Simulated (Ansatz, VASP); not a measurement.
**Two plane-wave programs on BeS**

POSCAR

```
BeS
1.0
    0.0000000000      2.4343062304      2.4343062304
    2.4087460149      0.0000000000      2.4343062304
    2.4087460149      2.4343062304      0.0000000000
Be S
1 1
Direct
    0.0000000000      0.0000000000      0.0000000000
    0.2500000000      0.2500000000      0.2500000000
```

The input INCAR.step1:

```
PREC     = Accurate       # precision mode
ENCUT    = 520            # plane-wave cutoff, eV
EDIFF    = 1E-5           # SCF threshold, eV
ISMEAR   = 0              # smearing method
SIGMA    = 0.01           # smearing width, eV
LREAL    = False          # projectors in reciprocal space
LASPH    = True           # aspherical terms in the spheres
NELM     = 100            # most SCF steps
ALGO     = Normal         # electronic algorithm
ISIF     = 2              # what is computed and relaxed
LWAVE    = True           # write WAVECAR
NBANDS   = 11             # bands
GGA      = PE             # functional
```

INCAR.step2

```
PREC     = Accurate       # precision mode
ENCUT    = 520            # plane-wave cutoff, eV
EDIFF    = 1E-6           # SCF threshold, eV
ISMEAR   = 0              # smearing method
SIGMA    = 0.01           # smearing width, eV
LREAL    = False          # projectors in reciprocal space
LASPH    = True           # aspherical terms in the spheres
NELM     = 100            # most SCF steps
ALGO     = Normal         # electronic algorithm
ISIF     = 2              # what is computed and relaxed
LWAVE    = False          # write WAVECAR
LCHARG   = True           # write CHGCAR
GGA      = PE             # functional
LHFCALC  = True           # exact exchange
HFSCREEN = 0.2079         # screening, 1/A
PRECFOCK = Normal       
LELF     = True           # ELF
LVHAR    = True         
NBANDS   = 11             # bands
ISTART   = 1
```

File KPOINTS:

```
Automatic mesh
0
Gamma
  6 6 6
```

Input for Ansatz:

```yaml
crystal:
  lattice:
    - [0.0, 2.4343062304, 2.4343062304]
    - [2.4087460149, 0.0, 2.4343062304]
    - [2.4087460149, 2.4343062304, 0.0]
  atoms:
    - { symbol: Be, position: [0.0, 0.0, 0.0] }
    - { symbol: S, position: [0.25, 0.25, 0.25] }
kpoints:
  mp_grid: { grid: [6, 6, 6] }
  band_path:
    path:
      - [0.0, 0.0, 0.0]
      - [-0.5, -0.5, 0.0]
      - [-0.375, -0.375, 0.25]
      - [-0.375, 0.0, 0.375]
      - [0.0, 0.0, 0.5]
      - [-0.5, -0.25, 0.25]
      - [-0.0375, 0.0, 0.0375]
    npoints: 1
hamiltonian:
  xc: hse06
scf:
  occupations: { method: fixed }
  n_extra_bands: 4
output:
  forces: true
  stress: true
  eigenvalues: true
```

Change from the starting cell: uniaxial_x strain -1.1%.

Alike in both runs: task single point; functional HSE06; k mesh 6 × 6 × 6; no spin polarisation.

```csv
,VASP,Ansatz
version,VASP 6.6.1,Ansatz 0.2.0
potentials or method,"VASP PAW PBE potentials, release 64 (Be, S)","plane waves, PAW"
plane-wave cutoff (eV),520,420
occupations,"gaussian, width 0.01 eV",fixed
valence electrons in the cell,8,8
```

```tsv
	VASP	Ansatz	Ansatz less VASP
gap on the k mesh at the Fermi level (eV)	3.96	3.97	+0.009
pressure (GPa)	0.0	0.1	+0.15
traceless stress, the component that is largest in VASP (GPa)	0.71	0.71	0.000
```

Ansatz's warnings: stress exchange threshold loose, stress scf threshold loose.
